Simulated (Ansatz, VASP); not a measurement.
# ScSi2O3: VASP beside Ansatz

```
CELL_PARAMETERS angstrom
3.20730 0.00000 0.00000
0.00000 3.20730 0.00000
0.00000 0.00000 7.88715
ATOMIC_POSITIONS crystal
Sc 0.00000 0.00000 0.48480
Si 0.50000 0.50000 0.86465
Si 0.00000 0.00000 0.13257
O 0.50000 0.00000 0.02200
O 0.00000 0.50000 0.02200
O 0.50000 0.50000 0.47399
```

Change from the starting cell: species swapped into the Zr2As3Se type (P4mm, No. 99).

Alike in both runs: functional PBE; k mesh 12 × 12 × 6; occupations gaussian, width 0.1 eV; no spin polarisation.

Ansatz relaxed the structure, and its values are those at the end. VASP's run is a single point on that final structure, the one shown.

|  | VASP | Ansatz |
| --- | --- | --- |
| version | VASP 6.6.1 | Ansatz 0.2.0 |
| potentials or method | VASP PAW PBE potentials, release 64 (Sc_sv, Si, O), cutoff 520 eV | scalar-relativistic, plane waves, PAW |
| valence electrons in the cell | 37 | 37 |

```tsv
	VASP	Ansatz	Ansatz less VASP
gap on the k mesh at the Fermi level (eV)	none	none	-
pressure (GPa)	0.2	0.0	-0.16
rms of the force components (eV/Å)	0.005	0.000	-0.0051
```

A gap of «none» marks a metal or a gap that the smearing closes.
